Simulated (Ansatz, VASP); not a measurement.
## Cs2AgBiF6 in VASP and in Ansatz

INCAR

```
SYSTEM = Cs2AgBiF6
  PREC = Accurate
  ENCUT = 520
  EDIFF = 1E-6
  ISMEAR = 0
  SIGMA = 0.01
  LREAL = .FALSE.
  LASPH = .TRUE.
  NELM = 80
  ALGO = Normal
  ISIF = 2
  LWAVE = .FALSE.
  LCHARG = .TRUE.
  GGA = PE
  LELF = .TRUE.
  LVHAR = .TRUE.
  NBANDS = 54
```

KPOINTS

```
regular mesh
0
G
  3 3 3
  0 0 0
```

Contents of POSCAR:

```
Cs2AgBiF6
1.0
    0.0000000000      4.6740690000      4.6740690000
    4.6740690000      0.0000000000      4.6740690000
    4.6740690000      4.6740690000      0.0000000000
Cs Ag Bi F
2 1 1 6
Direct
    0.7500000000      0.7500000000      0.7500000000
    0.2500000000      0.2500000000      0.2500000000
    0.5000000000      0.5000000000      0.5000000000
    0.0000000000      0.0000000000      0.0000000000
    0.7587290000      0.2412710000      0.2412710000
    0.2412710000      0.2412710000      0.7587290000
    0.2412710000      0.7587290000      0.7587290000
    0.2412710000      0.7587290000      0.2412710000
    0.7587290000      0.2412710000      0.7587290000
    0.7587290000      0.7587290000      0.2412710000
```

Input for Ansatz:

```yaml
crystal:
  lattice:
    - [0.0, 4.674069, 4.674069]
    - [4.674069, 0.0, 4.674069]
    - [4.674069, 4.674069, 0.0]
  atoms:
    - { symbol: Cs, position: [0.75, 0.75, 0.75] }
    - { symbol: Cs, position: [0.25, 0.25, 0.25] }
    - { symbol: Ag, position: [0.5, 0.5, 0.5] }
    - { symbol: Bi, position: [0.0, 0.0, 0.0] }
    - { symbol: F, position: [0.758729, 0.241271, 0.241271] }
    - { symbol: F, position: [0.241271, 0.241271, 0.758729] }
    - { symbol: F, position: [0.241271, 0.758729, 0.758729] }
    - { symbol: F, position: [0.241271, 0.758729, 0.241271] }
    - { symbol: F, position: [0.758729, 0.241271, 0.758729] }
    - { symbol: F, position: [0.758729, 0.758729, 0.241271] }
kpoints:
  mp_grid:
    grid: [3, 3, 3]
hamiltonian:
  xc: pbe
scf:
  occupations:
    method: fixed
basis:
  ecutwfc: "16 Ha"
output:
  forces: true
  stress: true
  eigenvalues: true
```

Alike in both runs: task single point; functional PBE; k mesh 3 × 3 × 3; no spin polarisation.

|  | VASP | Ansatz |
| --- | --- | --- |
| version | VASP 6.6.1 | Ansatz 0.2.0 |
| potentials or method | VASP PAW PBE potentials, release 64 (Cs_sv, Ag, Bi_d, F), cutoff 520 eV | plane waves, PAW |
| occupations | gaussian, width 0.01 eV | fixed |
| valence electrons in the cell | 86 | 94 |

```csv
,VASP,Ansatz,Ansatz less VASP
gap on the k mesh at the Fermi level (eV),3.04,3.06,+0.020
pressure (GPa),2.5,2.6,+0.09
rms of the force components (eV/Å),0.054,0.039,-0.0151
```

Atom by atom the forces differ by 0.015 eV/Å (rms over components). VASP's potentials hold 86 valence electrons a cell and Ansatz's 94, so a difference there can come from the potentials and not from the codes.

Neither program's run includes spin-orbit coupling.
